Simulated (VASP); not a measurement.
# GaSb (F-43m) in VASP: single point with PBE

Aim: the single point of GaSb with PBE.

Program: VASP 6.6.1. These are calculated values, not measurements. Logs are shortened: lines on timing, memory, paths and dates and some standing lists are left out, and cuts for length are marked.

## Step 1: The cell of the first run

The structure is cubic, space group F-43m (No. 216). Conventional cell: a = 6.118 Å, b = 6.118 Å, c = 6.118 Å, α = 90.00°, β = 90.00°, γ = 90.00°. Within 3.5 Å of Ga (site symmetry -43m) lie 4 Sb at 2.65 Å. Within 3.5 Å of Sb (site symmetry -43m) lie 4 Ga at 2.65 Å.

## Step 2: Single point, PBE

Contents of INCAR:

```
  PREC = Accurate
  ENCUT = 520
  EDIFF = 1E-6
  ISMEAR = 0
  SIGMA = 0.1
  LREAL = Auto
  LASPH = T
  NELM = 100
  ALGO = Normal
  ISIF = 2
  LWAVE = F
  LCHARG = F
  GGA = PE
  NBANDS = 86
  ISYM = 0
```

Contents of KPOINTS:

```
Automatic mesh
0
Gamma
  2 2 2
  0.5 0.5 0.5
```

Contents of POSCAR:

```
GaSb
1.0
   -6.1180000000      6.1180000000      0.0000000000
   -6.1180000000      0.0000000000      6.1180000000
    0.0000000000      6.1180000000      6.1180000000
Ga Sb
8 8
Direct
    0.0000000000      0.0000000000      0.0000000000
    0.5000000000      0.0000000000      0.0000000000
    0.0000000000      0.5000000000      0.0000000000
    0.0000000000      0.0000000000      0.5000000000
    0.5000000000      0.5000000000      0.0000000000
    0.5000000000      0.0000000000      0.5000000000
    0.0000000000      0.5000000000      0.5000000000
    0.5000000000      0.5000000000      0.5000000000
    0.6250000000      0.6250000000      0.1250000000
    0.1250000000      0.6250000000      0.1250000000
    0.6250000000      0.1250000000      0.1250000000
    0.6250000000      0.6250000000      0.6250000000
    0.1250000000      0.1250000000      0.1250000000
    0.1250000000      0.6250000000      0.6250000000
    0.6250000000      0.1250000000      0.6250000000
    0.1250000000      0.1250000000      0.6250000000
```

Potentials or basis: VASP PAW PBE potentials, release 64 (Ga_d, Sb).

Started as:

```bash
cat potpaw_PBE.64/Ga_d/POTCAR potpaw_PBE.64/Sb/POTCAR > POTCAR
mpirun -np 1 vasp_std > vasp.out
```

OUTCAR:

```text
PREC = Accurate
   ENCUT = 520
   EDIFF = 1E-6
   ISMEAR = 0
   LREAL = Auto
   LASPH = T
   NELM = 100
   ISIF = 2
   GGA = PE
   ISYM = 0

 ion  position               nearest neighbor table
   1  0.000  0.000  0.000-  10 2.65  11 2.65  16 2.65  13 2.65
   2  0.500  0.000  0.000-   9 2.65  13 2.65  15 2.65  11 2.65
   3  0.000  0.500  0.000-   9 2.65  13 2.65  14 2.65  10 2.65
   4  0.000  0.000  0.500-  13 2.65  14 2.65  15 2.65  16 2.65
   5  0.500  0.500  0.000-  10 2.65  11 2.65  12 2.65   9 2.65
   6  0.500  0.000  0.500-  11 2.65  12 2.65  16 2.65  15 2.65
[... 8 lines left out ...]
  15  0.625  0.125  0.625-   2 2.65   4 2.65   8 2.65   6 2.65
  16  0.125  0.125  0.625-   1 2.65   6 2.65   7 2.65   4 2.65

IMPORTANT INFORMATION: All symmetrisations will be switched off!
NOSYMM: (Re-)initialisation of all symmetry stuff for point group C_1.

----------------------------------------------------------------------------------------

                                     Primitive cell

  volume of cell :     457.9926

  direct lattice vectors                    reciprocal lattice vectors
    -6.118000000  6.118000000  0.000000000    -0.081726054  0.081726054 -0.081726054
    -6.118000000  0.000000000  6.118000000    -0.081726054 -0.081726054  0.081726054
     0.000000000  6.118000000  6.118000000     0.081726054  0.081726054  0.081726054

  length of vectors
     8.652158575  8.652158575  8.652158575     0.141553678  0.141553678  0.141553678

  position of ions in fractional coordinates (direct lattice)
     0.000000000  0.000000000  0.000000000
     0.500000000  0.000000000  0.000000000
     0.000000000  0.500000000  0.000000000
     0.000000000  0.000000000  0.500000000
     0.500000000  0.500000000  0.000000000
     0.500000000  0.000000000  0.500000000
[... 8 lines left out ...]
     0.625000000  0.125000000  0.625000000
     0.125000000  0.125000000  0.625000000

  ion indices of the primitive-cell ions
   primitive index   ion index
                 1           1
                 2           2
                 3           3
                 4           4
                 5           5
                 6           6
[... 8 lines left out ...]
                15          15
                16          16

----------------------------------------------------------------------------------------

 KPOINTS: Automatic mesh

Automatic generation of k-mesh.
 Grid dimensions read from file:
 generate k-points for:    2    2    2

 Generating k-lattice:

  Cartesian coordinates                     Fractional coordinates (reciprocal lattice)
    -0.040863027  0.040863027 -0.040863027     0.500000000  0.000000000  0.000000000
    -0.040863027 -0.040863027  0.040863027     0.000000000  0.500000000  0.000000000
     0.040863027  0.040863027  0.040863027     0.000000000  0.000000000  0.500000000

  Length of vectors
     0.070776839  0.070776839  0.070776839

  Shift w.r.t. Gamma in fractional coordinates (k-lattice)
     0.500000000  0.500000000  0.500000000

 Subroutine IBZKPT returns following result:
 ===========================================

 Found     16 irreducible k-points:

 Following reciprocal coordinates:
            Coordinates               Weight
  0.250000  0.250000  0.250000      2.000000
  0.250000  0.000000  0.000000      2.000000
  0.000000  0.000000 -0.250000      2.000000
  0.000000  0.250000  0.000000      2.000000
 -0.250000  0.250000  0.250000      2.000000
  0.250000 -0.250000  0.250000      2.000000
[... 8 lines left out ...]
  0.000000  0.250000  0.500000      2.000000
  0.500000  0.250000  0.000000      2.000000
   k-points           NKPTS =     16   k-points in BZ     NKDIM =     16   number of bands    NBANDS=     86
   number of dos      NEDOS =    301   number of ions     NIONS =     16
   total plane-waves  NPLWV = 262144
   dimension x,y,z NGX =    64 NGY =   64 NGZ =   64
   dimension x,y,z NGXF=   128 NGYF=  128 NGZF=  128
   ions per type =               8   8
   NGX,Y,Z   is equivalent  to a cutoff of  12.30, 12.30, 12.30 a.u.
   NGXF,Y,Z  is equivalent  to a cutoff of  24.59, 24.59, 24.59 a.u.
 SYSTEM =  unknown system
   PREC   = accura    normal or accurate (medium, high low for compatibility)
   ISTART =      0    job   : 0-new  1-cont  2-samecut
   ICHARG =      2    charge: 1-file 2-atom 10-const
   ISPIN  =      1    spin polarized calculation?
   LNONCOLLINEAR =      F non collinear calculations
   LSORBIT =      F    spin-orbit coupling
   LASPH  =      T    aspherical Exc in radial PAW
   ENCUT  =  520.0 eV  38.22 Ry    6.18 a.u.  16.09 16.09 16.09*2*pi/ulx,y,z
   NELM   =    100;   NELMIN=  2; NELMDL= -5     # of ELM steps
   EDIFF  = 0.1E-05   stopping-criterion for ELM
   LREAL  =      T    real-space projection
   EDIFFG = 0.1E-04   stopping-criterion for IOM
   NSW    =      0    number of steps for IOM
   IBRION =     -1    ionic relax: 0-MD 1-quasi-New 2-CG
   NFREE  =      0    steps in history (QN), initial steepest desc. (CG)
   ISIF   =      2    stress and relaxation
   ISYM   =      0    0-nonsym 1-usesym 2-fastsym
   POTIM  = 0.5000    time-step for ionic-motion
   TEBEG  =    0.0;   TEEND  =   0.0 temperature during run
   PSTRESS=    0.0 pullay stress
   NELECT =     144.0000    total number of electrons
   NUPDOWN=      -1.0000    fix difference up-down
   EMIN   =  10.00;   EMAX   =-10.00  energy-range for DOS
   EFERMI =   0.00;   METHOD = LEGACY
   ISMEAR =     0;   SIGMA  =   0.10  broadening in eV -4-tet -1-fermi 0-gaus
   EFERMI_NEDOS =   21; number of points for ismear=-14 and -15
   IALGO  =     38    algorithm
   IMIX   =      4    mixing-type and parameters
     AMIX     =   0.40;   BMIX     =  1.00
     AMIX_MAG =   1.60;   BMIX_MAG =  1.00
  volume/ion in A,a.u.               =      28.62       193.17
  Fermi-wavevector in a.u.,A,eV,Ry     =   1.113208  2.103657 16.860766  1.239231
  Thomas-Fermi vector in A             =   2.249790
   LORBIT       =      0    0 simple, 1 ext, 2 COOP (PROOUT), +10 PAW based schemes
   GGA     = PE    functional components
   LHFCALC =     F    Hartree Fock is set to
   AEXX    =    0.0000 exact exchange contribution
   IVDW    =     0    specifies the selected vdW correction
   LEPSILON=     F    determine dielectric tensor
   LRPA    =     F    only Hartree local field effects (RPA)
 non-spin polarized calculation
 Gauss-broadening in eV      SIGMA  =   0.10
  energy-cutoff  :      520.00
  volume of cell :      457.99
 maximum number of plane-waves:     12327
   NGX = 33   NGY = 33   NGZ = 33

 number of electron     143.9999887 magnetization

 Free energy of the ion-electron system (eV)
  ---------------------------------------------------
  ext. energy  EPLUGINS =         0.00000000
  ---------------------------------------------------
  free energy    TOTEN  =       -58.78869481 eV

  energy without entropy =      -58.78869479  energy(sigma->0) =      -58.78869480

 E-fermi :   5.0044     XC(G=0):  -9.0885

 val. band max:        4.6176397213   @ k =   0.2500   0.2500   0.2500
 cond. band min:       5.3823266043   @ k =   0.0000   0.0000  -0.2500
 fundamental gap:      0.7646868830
 Fermi energy:         5.0043838590

 k-point     1 :       0.2500    0.2500    0.2500
  band No.  band energies     occupation
      1     -10.2070      2.00000
      2     -10.2070      2.00000
      3     -10.2070      2.00000
      4     -10.1944      2.00000
      5     -10.1944      2.00000
      6     -10.1944      2.00000
[... 76 lines left out ...]
     83       6.9686      0.00000
     84       7.9925      0.00000

 k-point     2 :       0.2500    0.0000    0.0000
  band No.  band energies     occupation
      1     -10.2070      2.00000
      2     -10.2070      2.00000
      3     -10.2070      2.00000
      4     -10.1944      2.00000
      5     -10.1944      2.00000
      6     -10.1944      2.00000
[... 1207 lines left out ...]
     83       8.2984      0.00000
     84       8.2985      0.00000

 k-point    16 :       0.5000    0.2500    0.0000
  band No.  band energies     occupation
      1     -10.2028      2.00000
      2     -10.2028      2.00000
      3     -10.1984      2.00000
      4     -10.1966      2.00000
      5     -10.1954      2.00000
      6     -10.1954      2.00000
[... 76 lines left out ...]
     83       8.2984      0.00000
     84       8.2984      0.00000
 [bands above 84 left out]

------------------------ aborting loop because EDIFF is reached ----------------------------------------

  FORCE on cell =-STRESS in cart. coord.  units (eV):
  Direction    XX          YY          ZZ          XY          YZ          ZX
  --------------------------------------------------------------------------------------
  -------------------------------------------------------------------------------------
  Total        6.7990530      6.7990656      6.7990551     -0.0000422      0.0001471     -0.0000585
  in kB       23.7848596     23.7849039     23.7848670     -0.0001478      0.0005146     -0.0002046
  external PRESSURE =      23.7848768 kB  Pullay stress =       0.0000000 kB

 VOLUME and BASIS-vectors are now :
 -----------------------------------------------------------------------------
  energy-cutoff  :      520.00
  volume of cell :      457.99
      direct lattice vectors                 reciprocal lattice vectors
    -6.118000000  6.118000000  0.000000000    -0.081726054  0.081726054 -0.081726054
    -6.118000000  0.000000000  6.118000000    -0.081726054 -0.081726054  0.081726054
     0.000000000  6.118000000  6.118000000     0.081726054  0.081726054  0.081726054

 POSITION                                       TOTAL-FORCE (eV/Angst)
 -----------------------------------------------------------------------------------
      0.00000      0.00000      0.00000        -0.000004      0.000011     -0.000002
     -3.05900      3.05900      0.00000         0.000016     -0.000005      0.000005
     -3.05900      0.00000      3.05900         0.000007      0.000012      0.000011
      0.00000      3.05900      3.05900        -0.000009     -0.000011      0.000008
     -6.11800      3.05900      3.05900         0.000013     -0.000007      0.000003
     -3.05900      6.11800      3.05900         0.000001     -0.000006      0.000001
[... 8 lines left out ...]
     -4.58850      7.64750      4.58850        -0.000011     -0.000025      0.000009
     -1.52950      4.58850      4.58850        -0.000031     -0.000011      0.000009
 -----------------------------------------------------------------------------------
    total drift:                               -0.000007      0.000008     -0.000018

  FREE ENERGIE OF THE ION-ELECTRON SYSTEM (eV)
  ---------------------------------------------------
  free  energy   TOTEN  =       -58.7886948059 eV

  energy  without entropy=      -58.7886947881  energy(sigma->0) =      -58.78869480
```

Wall time 17 min (1 thread of AMD EPYC 7R43 (Zen 3), shared host); peak memory 0.73 GiB.

What came out:

| Property | Result |
| --- | --- |
| Free energy | -58.7887 eV |
| Pressure | 2.4 GPa |
| Band gap on the k mesh | 0.76 eV |

Caveat: spin-orbit coupling is left out, which moves the levels of the heavy elements; a shifted mesh leaves out Γ, where band edges can lie.
